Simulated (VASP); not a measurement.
# GaAs (sol) (F-43m) in VASP: single point with PBEsol

Aim: the single point of GaAs (sol) with PBEsol.

All numbers are computed with VASP 6.6.1; they aren't measurements. Logs are shortened: lines on timing, memory, paths and dates and some standing lists are left out, and cuts for length are marked.

## 1. The cell of the first run

The structure is cubic, space group F-43m (No. 216). The conventional cell has a = 5.660 Å, b = 5.660 Å, c = 5.660 Å, α = 90.00°, β = 90.00°, γ = 90.00°. Ga (site symmetry -43m) has 4 As at 2.45 Å within 3.2 Å. Within 3.2 Å of As (site symmetry -43m) lie 4 Ga at 2.45 Å.

## 2. Single point, PBEsol

INCAR reads:

```
SYSTEM = GaAs
  PREC = Accurate
  ENCUT = 520
  EDIFF = 1E-6
  ISMEAR = 0
  SIGMA = 0.01
  LREAL = .FALSE.
  LASPH = .TRUE.
  NELM = 100
  ALGO = Normal
  ISIF = 2
  LWAVE = .FALSE.
  LCHARG = .FALSE.
  GGA = PS
  NBANDS = 16
```

KPOINTS reads:

```
regular mesh
0
G
  10 10 10
  0 0 0
```

POSCAR reads:

```
GaAs
1.0
    0.0000000000      2.8297573504      2.8297573504
    2.8297573504      0.0000000000      2.8297573504
    2.8297573504      2.8297573504      0.0000000000
Ga As
1 1
Direct
    0.0000000000      0.0000000000      0.0000000000
    0.7500000000      0.7500000000      0.7500000000
```

Potentials or basis: VASP PAW PBE potentials, release 64 (Ga_d, As).

Command:

```
$ cat potpaw_PBE.64/Ga_d/POTCAR potpaw_PBE.64/As/POTCAR > POTCAR
$ mpirun -np 1 vasp_std > vasp.out
```

OUTCAR:

```text
SYSTEM = GaAs
   PREC = Accurate
   ENCUT = 520
   EDIFF = 1E-6
   ISMEAR = 0
   LREAL = .FALSE.
   LASPH = .TRUE.
   NELM = 100
   ISIF = 2
   GGA = PS

 ion  position               nearest neighbor table
   1  0.000  0.000  0.000-   2 2.45   2 2.45   2 2.45   2 2.45
   2  0.750  0.750  0.750-   1 2.45   1 2.45   1 2.45   1 2.45

  LATTYP: Found a face centered cubic cell.
 ALAT       =     5.6595147008

  Lattice vectors:

 A1 = (   0.0000000000,   2.8297573504,   2.8297573504)
 A2 = (   2.8297573504,   0.0000000000,   2.8297573504)
 A3 = (   2.8297573504,   2.8297573504,   0.0000000000)

Analysis of symmetry for initial positions (statically):
=====================================================================
 Subroutine PRICEL returns:
 Original cell was already a primitive cell.

 Routine SETGRP: Setting up the symmetry group for a
 face centered cubic supercell.

 Subroutine GETGRP returns: Found 24 space group operations
 (whereof 24 operations were pure point group operations)
 out of a pool of 48 trial point group operations.

The static configuration has the point symmetry T_d .

Analysis of symmetry for dynamics (positions and initial velocities):
=====================================================================
 Subroutine PRICEL returns:
 Original cell was already a primitive cell.

 Routine SETGRP: Setting up the symmetry group for a
 face centered cubic supercell.

 Subroutine GETGRP returns: Found 24 space group operations
 (whereof 24 operations were pure point group operations)
 out of a pool of 48 trial point group operations.

The dynamic configuration has the point symmetry T_d .

 Subroutine INISYM returns: Found 24 space group operations
 (whereof 24 operations are pure point group operations),
 and found     1 'primitive' translations

----------------------------------------------------------------------------------------

                                     Primitive cell

  volume of cell :      45.3187

  direct lattice vectors                    reciprocal lattice vectors
     0.000000000  2.829757350  2.829757350    -0.176693595  0.176693595  0.176693595
     2.829757350  0.000000000  2.829757350     0.176693595 -0.176693595  0.176693595
     2.829757350  2.829757350  0.000000000     0.176693595  0.176693595 -0.176693595

  length of vectors
     4.001881223  4.001881223  4.001881223     0.306042284  0.306042284  0.306042284

  position of ions in fractional coordinates (direct lattice)
     0.000000000  0.000000000  0.000000000
     0.750000000  0.750000000  0.750000000

  ion indices of the primitive-cell ions
   primitive index   ion index
                 1           1
                 2           2

----------------------------------------------------------------------------------------

 KPOINTS: regular mesh

Automatic generation of k-mesh.
 Grid dimensions read from file:
 generate k-points for:   10   10   10

 Generating k-lattice:

  Cartesian coordinates                     Fractional coordinates (reciprocal lattice)
    -0.017669360  0.017669360  0.017669360     0.100000000  0.000000000  0.000000000
     0.017669360 -0.017669360  0.017669360     0.000000000  0.100000000  0.000000000
     0.017669360  0.017669360 -0.017669360     0.000000000  0.000000000  0.100000000

  Length of vectors
     0.030604228  0.030604228  0.030604228

  Shift w.r.t. Gamma in fractional coordinates (k-lattice)
     0.000000000  0.000000000  0.000000000

 Subroutine IBZKPT returns following result:
 ===========================================

 Found     47 irreducible k-points:

 Following reciprocal coordinates:
            Coordinates               Weight
  0.000000  0.000000  0.000000      1.000000
  0.100000  0.000000  0.000000      8.000000
  0.200000  0.000000  0.000000      8.000000
  0.300000  0.000000  0.000000      8.000000
  0.400000  0.000000  0.000000      8.000000
  0.500000  0.000000  0.000000      4.000000
[... 16 lines left out ...]
  0.300000  0.300000  0.000000      6.000000
  0.400000  0.300000  0.000000     24.000000
 [... further k-points ...]
   k-points           NKPTS =     47   k-points in BZ     NKDIM =     47   number of bands    NBANDS=     16
   number of dos      NEDOS =    301   number of ions     NIONS =      2
   total plane-waves  NPLWV =  27000
   dimension x,y,z NGX =    30 NGY =   30 NGZ =   30
   dimension x,y,z NGXF=    60 NGYF=   60 NGZF=   60
   ions per type =               1   1
   NGX,Y,Z   is equivalent  to a cutoff of  12.46, 12.46, 12.46 a.u.
   NGXF,Y,Z  is equivalent  to a cutoff of  24.93, 24.93, 24.93 a.u.
 SYSTEM =  GaAs
   PREC   = accura    normal or accurate (medium, high low for compatibility)
   ISTART =      0    job   : 0-new  1-cont  2-samecut
   ICHARG =      2    charge: 1-file 2-atom 10-const
   ISPIN  =      1    spin polarized calculation?
   LNONCOLLINEAR =      F non collinear calculations
   LSORBIT =      F    spin-orbit coupling
   LASPH  =      T    aspherical Exc in radial PAW
   ENCUT  =  520.0 eV  38.22 Ry    6.18 a.u.   7.44  7.44  7.44*2*pi/ulx,y,z
   NELM   =    100;   NELMIN=  2; NELMDL= -5     # of ELM steps
   EDIFF  = 0.1E-05   stopping-criterion for ELM
   LREAL  =      F    real-space projection
   EDIFFG = 0.1E-04   stopping-criterion for IOM
   NSW    =      0    number of steps for IOM
   IBRION =     -1    ionic relax: 0-MD 1-quasi-New 2-CG
   NFREE  =      0    steps in history (QN), initial steepest desc. (CG)
   ISIF   =      2    stress and relaxation
   ISYM   =      2    0-nonsym 1-usesym 2-fastsym
   POTIM  = 0.5000    time-step for ionic-motion
   TEBEG  =    0.0;   TEEND  =   0.0 temperature during run
   PSTRESS=    0.0 pullay stress
   NELECT =      18.0000    total number of electrons
   NUPDOWN=      -1.0000    fix difference up-down
   EMIN   =  10.00;   EMAX   =-10.00  energy-range for DOS
   EFERMI =   0.00;   METHOD = LEGACY
   ISMEAR =     0;   SIGMA  =   0.01  broadening in eV -4-tet -1-fermi 0-gaus
   EFERMI_NEDOS =   21; number of points for ismear=-14 and -15
   IALGO  =     38    algorithm
   IMIX   =      4    mixing-type and parameters
     AMIX     =   0.40;   BMIX     =  1.00
     AMIX_MAG =   1.60;   BMIX_MAG =  1.00
  volume/ion in A,a.u.               =      22.66       152.91
  Fermi-wavevector in a.u.,A,eV,Ry     =   1.203390  2.274078 19.703249  1.448148
  Thomas-Fermi vector in A             =   2.339145
   LORBIT       =      0    0 simple, 1 ext, 2 COOP (PROOUT), +10 PAW based schemes
   GGA     = PS    functional components
   LHFCALC =     F    Hartree Fock is set to
   AEXX    =    0.0000 exact exchange contribution
   IVDW    =     0    specifies the selected vdW correction
   LEPSILON=     F    determine dielectric tensor
   LRPA    =     F    only Hartree local field effects (RPA)
 non-spin polarized calculation
 Gauss-broadening in eV      SIGMA  =   0.01
  energy-cutoff  :      520.00
  volume of cell :       45.32
 maximum number of plane-waves:      1243
 NGX is ok and might be reduce to    30
   NGX = 15   NGY = 15   NGZ = 15

 number of electron      17.9999993 magnetization

 Free energy of the ion-electron system (eV)
  ---------------------------------------------------
  ext. energy  EPLUGINS =         0.00000000
  ---------------------------------------------------
  free energy    TOTEN  =        -9.09153956 eV

  energy without entropy =       -9.09153956  energy(sigma->0) =       -9.09153956

 E-fermi :   3.8686     XC(G=0):  -9.7593

 val. band max:        3.7749930585   @ k =   0.0000   0.0000   0.0000
 cond. band min:       4.2080195116   @ k =   0.0000   0.0000   0.0000
 fundamental gap:      0.4330264531
 Fermi energy:         3.8685942208

 k-point     1 :       0.0000    0.0000    0.0000
  band No.  band energies     occupation
      1     -10.9934      2.00000
      2     -10.9934      2.00000
      3     -10.9934      2.00000
      4     -10.9141      2.00000
      5     -10.9141      2.00000
      6      -8.9551      2.00000
[... 8 lines left out ...]
     15      13.8768      0.00000
     16      13.8768      0.00000

 k-point     2 :       0.1000    0.0000    0.0000
  band No.  band energies     occupation
      1     -11.0024      2.00000
      2     -10.9911      2.00000
      3     -10.9911      2.00000
      4     -10.9142      2.00000
      5     -10.9142      2.00000
      6      -8.8374      2.00000
[... 8 lines left out ...]
     15      13.1737      0.00000
     16      13.1737      0.00000

 k-point     3 :       0.2000    0.0000    0.0000
  band No.  band energies     occupation
      1     -11.0244      2.00000
      2     -10.9854      2.00000
      3     -10.9854      2.00000
      4     -10.9142      2.00000
      5     -10.9142      2.00000
      6      -8.4993      2.00000
[... 8 lines left out ...]
     15      12.6715      0.00000
     16      12.6715      0.00000

 k-point     4 :       0.3000    0.0000    0.0000
  band No.  band energies     occupation
      1     -11.0490      2.00000
      2     -10.9793      2.00000
      3     -10.9793      2.00000
      4     -10.9131      2.00000
      5     -10.9131      2.00000
      6      -7.9929      2.00000
[... 8 lines left out ...]
     15      13.0470      0.00000
     16      13.0470      0.00000

 k-point     5 :       0.4000    0.0000    0.0000
  band No.  band energies     occupation
      1     -11.0673      2.00000
      2     -10.9753      2.00000
      3     -10.9753      2.00000
      4     -10.9113      2.00000
      5     -10.9113      2.00000
      6      -7.4522      2.00000
[... 8 lines left out ...]
     15      14.2677      0.00000
     16      14.2677      0.00000

 k-point     6 :       0.5000    0.0000    0.0000
  band No.  band energies     occupation
      1     -11.0740      2.00000
      2     -10.9740      2.00000
      3     -10.9740      2.00000
      4     -10.9103      2.00000
      5     -10.9103      2.00000
      6      -7.1864      2.00000
[... 8 lines left out ...]
     15      15.5743      0.00000
     16      15.5743      0.00000

 k-point     7 :       0.1000    0.1000    0.0000
  band No.  band energies     occupation
      1     -11.0077      2.00000
      2     -10.9889      2.00000
      3     -10.9889      2.00000
      4     -10.9160      2.00000
      5     -10.9129      2.00000
      6      -8.7983      2.00000
[... 8 lines left out ...]
     15      12.2893      0.00000
     16      14.0381      0.00000

 k-point     8 :       0.2000    0.1000    0.0000
  band No.  band energies     occupation
      1     -11.0253      2.00000
      2     -10.9842      2.00000
      3     -10.9831      2.00000
      4     -10.9177      2.00000
      5     -10.9118      2.00000
      6      -8.5334      2.00000
[... 8 lines left out ...]
     15      13.1178      0.00000
     16      13.7183      0.00000

 k-point     9 :       0.3000    0.1000    0.0000
  band No.  band energies     occupation
      1     -11.0472      2.00000
      2     -10.9790      2.00000
      3     -10.9767      2.00000
      4     -10.9180      2.00000
      5     -10.9106      2.00000
      6      -8.0796      2.00000
[... 8 lines left out ...]
     15      13.4350      0.00000
     16      13.8483      0.00000
[... 172 lines left out ...]
 k-point    19 :       0.5000    0.2000    0.0000
  band No.  band energies     occupation
      1     -11.0808      2.00000
      2     -10.9677      2.00000
      3     -10.9628      2.00000
      4     -10.9207      2.00000
      5     -10.9082      2.00000
      6      -6.9992      2.00000
[... 8 lines left out ...]
     15      15.5385      0.00000
     16      15.6381      0.00000

 k-point    20 :      -0.4000    0.2000    0.0000
  band No.  band energies     occupation
      1     -11.0801      2.00000
      2     -10.9687      2.00000
      3     -10.9642      2.00000
      4     -10.9166      2.00000
      5     -10.9116      2.00000
      6      -6.9241      2.00000
[... 8 lines left out ...]
     15      13.7888      0.00000
     16      15.2322      0.00000

 k-point    21 :      -0.3000    0.2000    0.0000
  band No.  band energies     occupation
      1     -11.0711      2.00000
      2     -10.9707      2.00000
      3     -10.9688      2.00000
      4     -10.9154      2.00000
      5     -10.9135      2.00000
      6      -7.3013      2.00000
[... 8 lines left out ...]
     15      13.8908      0.00000
     16      15.7587      0.00000

 k-point    22 :      -0.2000    0.2000    0.0000
  band No.  band energies     occupation
      1     -11.0558      2.00000
      2     -10.9758      2.00000
      3     -10.9741      2.00000
      4     -10.9171      2.00000
      5     -10.9121      2.00000
      6      -7.8187      2.00000
[... 8 lines left out ...]
     15      14.2589      0.00000
     16      15.0035      0.00000

 k-point    23 :       0.3000    0.3000    0.0000
  band No.  band energies     occupation
      1     -11.0736      2.00000
      2     -10.9618      2.00000
      3     -10.9618      2.00000
      4     -10.9300      2.00000
      5     -10.9057      2.00000
      6      -7.6578      2.00000
[... 8 lines left out ...]
     15      15.3127      0.00000
     16      16.0759      0.00000

 k-point    24 :       0.4000    0.3000    0.0000
  band No.  band energies     occupation
      1     -11.0858      2.00000
      2     -10.9573      2.00000
      3     -10.9558      2.00000
      4     -10.9320      2.00000
      5     -10.9045      2.00000
      6      -7.2176      2.00000
[... 8 lines left out ...]
     15      16.0112      0.00000
     16      16.4775      0.00000

 [... further k-points ...]
[... 5 lines left out ...]
  --------------------------------------------------------------------------------------
  -------------------------------------------------------------------------------------
  Total        0.0398711      0.0398711      0.0398711      0.0000000      0.0000000     -0.0000000
  in kB        1.4095831      1.4095831      1.4095831      0.0000000      0.0000000     -0.0000000
  external PRESSURE =       1.4095831 kB  Pullay stress =       0.0000000 kB

 VOLUME and BASIS-vectors are now :
 -----------------------------------------------------------------------------
  energy-cutoff  :      520.00
  volume of cell :       45.32
      direct lattice vectors                 reciprocal lattice vectors
     0.000000000  2.829757350  2.829757350    -0.176693595  0.176693595  0.176693595
     2.829757350  0.000000000  2.829757350     0.176693595 -0.176693595  0.176693595
     2.829757350  2.829757350  0.000000000     0.176693595  0.176693595 -0.176693595

 POSITION                                       TOTAL-FORCE (eV/Angst)
 -----------------------------------------------------------------------------------
      0.00000      0.00000      0.00000         0.000000      0.000000      0.000000
      4.24464      4.24464      4.24464        -0.000000     -0.000000     -0.000000
 -----------------------------------------------------------------------------------
    total drift:                               -0.000000     -0.000000     -0.000000

  FREE ENERGIE OF THE ION-ELECTRON SYSTEM (eV)
  ---------------------------------------------------
  free  energy   TOTEN  =        -9.0915395606 eV

  energy  without entropy=       -9.0915395606  energy(sigma->0) =       -9.09153956
```

Wall time 17 s (1 thread of Intel Xeon 6975P-C (Granite Rapids), shared host); peak memory 0.18 GiB.

What came out:

```yaml
Free_energy: -9.0915 eV
Pressure: 0.1 GPa
Band_gap_on_the_k_mesh: 0.43 eV, direct
```

Caveat: the PAW data sets were made with another functional, which shifts forces and pressure a little.
